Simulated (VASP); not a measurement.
Here is a VASP 6.6.1 calculation.

File INCAR:

```
SYSTEM = ZrTa2C2
PREC = Accurate
ENCUT = 600
EDIFF = 1E-6
ISMEAR = 0
SIGMA = 0.1
LREAL = .False.
LASPH = .True.
NELM = 60
ALGO = Normal
ISIF = 3
LWAVE = .False.
LCHARG = .False.
GGA = PE
IBRION = 2
NSW = 100
EDIFFG = -0.01
```

File KPOINTS:

```
Automatic mesh
0
Gamma
  12 12 12
  0 0 0
```

Contents of POSCAR:

```
ZrTa2C2
1.0
    1.5988697000      0.9231079000      7.6714688000
   -1.5988697000      0.9231079000      7.6714688000
    0.0000000000     -1.8462158000      7.6714688000
Zr Ta C
1 2 2
Direct
    0.0000000000      0.0000000000      0.0000000000
    0.2197480000      0.2197480000      0.2197480000
    0.7802520000      0.7802520000      0.7802520000
    0.3964490000      0.3964490000      0.3964490000
    0.6035510000      0.6035510000      0.6035510000
```

Potentials or basis: VASP PAW PBE potentials, release 64 (Zr_sv, Ta_pv, C).

Launch:

```sh
$ cat potpaw_PBE.64/Zr_sv/POTCAR potpaw_PBE.64/Ta_pv/POTCAR potpaw_PBE.64/C/POTCAR > POTCAR
$ mpirun -np 1 vasp_std > vasp.out
```

Q: What does it give for the space group after relaxing (to 0.1 Å)?

A: R-3m (No. 166).

Q: What does it give for the relaxed volume?

A: 13.60 Å³/atom.

Q: Estimate the relaxed cell.

A: a = 7.893 Å, b = 7.893 Å, c = 7.893 Å, α = 23.38°, β = 23.38°, γ = 23.38°.

Q: What does it give for the band gap on the k mesh?

A: Zero (bands 21 and 22 overlap by 0.83 eV).

Final structure:
```
Zr Ta C
1.0
     1.59936    0.92339    7.67347
    -1.59936    0.92339    7.67347
     0.00000   -1.84678    7.67347
Zr Ta C
1 2 2
Direct
  0.00000 0.00000 0.00000
  0.21970 0.21970 0.21970
  0.78030 0.78030 0.78030
  0.39643 0.39643 0.39643
  0.60357 0.60357 0.60357
```

Caveat: spin-orbit coupling is left out, which moves the levels of the heavy elements.
